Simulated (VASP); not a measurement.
A run of VASP 6.6.1 is set up as follows.

INCAR

```
PREC     = Accurate       # precision mode
ENCUT    = 520            # plane-wave cutoff, eV
EDIFF    = 1E-6           # SCF threshold, eV
ISMEAR   = 0              # smearing method
SIGMA    = 0.02           # smearing width, eV
LREAL    = False          # projectors in reciprocal space
LASPH    = True           # aspherical terms in the spheres
NELM     = 100            # most SCF steps
ALGO     = Normal         # electronic algorithm
ISIF     = 2              # what is computed and relaxed
LWAVE    = False          # write WAVECAR
LCHARG   = False          # write CHGCAR
GGA      = PE             # functional
NBANDS   = 66             # bands
```

KPOINTS

```
regular mesh
0
Gamma
  4 4 4
```

POSCAR

```
CdSe
1.0
    7.6165852965      0.0000000000      0.0000000000
    0.0000000000      7.6165852965      0.0000000000
    0.0000000000      0.0000000000      7.6165852965
Cd Se
6 6
Direct
    0.5000000000      0.0000000000      0.7500000000
    0.7500000000      0.5000000000      0.0000000000
    0.0000000000      0.7500000000      0.5000000000
    0.5000000000      0.0000000000      0.2500000000
    0.2500000000      0.5000000000      0.0000000000
    0.0000000000      0.2500000000      0.5000000000
    0.0000000000      0.5000000000      0.7500000000
    0.7500000000      0.0000000000      0.5000000000
    0.5000000000      0.7500000000      0.0000000000
    0.0000000000      0.5000000000      0.2500000000
    0.2500000000      0.0000000000      0.5000000000
    0.5000000000      0.2500000000      0.0000000000
```

Potentials or basis: VASP PAW PBE potentials, release 64 (Cd, Se).

Launch:

```console
$ cat potpaw_PBE.64/Cd/POTCAR potpaw_PBE.64/Se/POTCAR > POTCAR
$ mpirun -np 1 vasp_std > vasp.out
```

Q: What does it give for the band gap on the k mesh?

A: 0.64 eV.

Q: Estimate the pressure.

A: 0.2 GPa.
